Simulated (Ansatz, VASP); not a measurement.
**Au in VASP and in Ansatz**

```
Au
1.0
     0.00000    1.94322    1.99436
     1.94322    0.00000    1.99436
     1.94322    1.94322    0.00000
Au
1
Direct
  0.00000 0.00000 0.00000
```

Change from the starting cell: strain -0.050 along x and y, -0.025 along z, atoms carried along.

Alike in both runs: task single point; functional PBEsol; k mesh 20 × 20 × 20; occupations gaussian, width 0.15 eV; no spin polarisation.

```csv
,VASP,Ansatz
version,VASP 6.6.1,Ansatz 0.2.0
potentials or method,"VASP PAW PBE potentials, release 64 (Au), cutoff 520 eV","scalar-relativistic, plane waves, PAW"
valence electrons in the cell,11,19
```

Ansatz gave:

- gap on the k mesh at the Fermi level (eV): none
- pressure (GPa): 30.2
- traceless stress, the component that is largest in VASP (GPa): -0.87

Task: Estimate VASP's values.

Result: gap on the k mesh at the Fermi level (eV): none; pressure (GPa): 29.8; traceless stress, the component that is largest in VASP (GPa): -0.88.

VASP's potentials were made for PBE, not for PBEsol. A gap of «none» marks a metal or a gap that the smearing closes. Both programs put the cell under a high pressure, so it lies far from rest at this level. VASP's potentials hold 11 valence electrons a cell and Ansatz's 19, so a difference there can come from the potentials and not from the codes.

Spin-orbit coupling is off throughout.
